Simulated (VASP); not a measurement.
Set up this calculation in VASP 6.6.1, as the native input.

```yaml
Task: single point
Functional: PBE
Potentials_or_basis: VASP PAW PBE potentials, release 64 (Br)
Cutoff: 520 eV
k_mesh: 8 × 8 × 4
Occupations: gaussian, width 0.02 eV
Spin: no spin polarisation
Dipole_correction: no
Further_INCAR_settings: ALGO = Normal; EDIFF = 1e-06; NBANDS = 22
```

The structure of Br lies in POSCAR:

```
Br
1.0
    3.4118717500     -2.3029664000     -0.0180768000
    3.4118717500      2.3029664000      0.0180768000
    0.0000000000      0.0703704000      8.1582576000
Br
4
Direct
    0.1566458644      0.8720993957      0.1228520223
    0.6318441411      0.3394105988      0.3782639543
    0.8720993957      0.1566458644      0.8771479777
    0.3394105988      0.6318441411      0.6217360457
```

This cell differs from its parent crystal: strained and its atoms moved.

One way to write it, as run:

INCAR

```
PREC = Accurate ; ENCUT = 520
EDIFF = 1E-6 ; ISMEAR = 0
SIGMA = 0.02 ; LREAL = False
LASPH = True ; NELM = 60
ALGO = Normal ; ISIF = 2
LWAVE = False ; LCHARG = False
GGA = PE ; NBANDS = 22
```

KPOINTS

```
Automatic mesh
0
Gamma
  8 8 4
```

Potentials or basis: VASP PAW PBE potentials, release 64 (Br).

Run with:

```sh
$ cat potpaw_PBE.64/Br/POTCAR > POTCAR
$ mpirun -np 1 vasp_std > vasp.out
```

Results of the run:

| Property | Result |
| --- | --- |
| Pressure | 0.9 GPa |
| Largest force | 0.366 eV/Å |
| Band gap on the k mesh | 1.32 eV, indirect (least direct gap 1.53 eV) |

Caveat: the cell differs from its parent crystal (strained and its atoms moved).

Wall time 2.3 min on 1 thread of Oxide Virtual Turin-like Processor (shared host), peak memory 0.29 GiB.
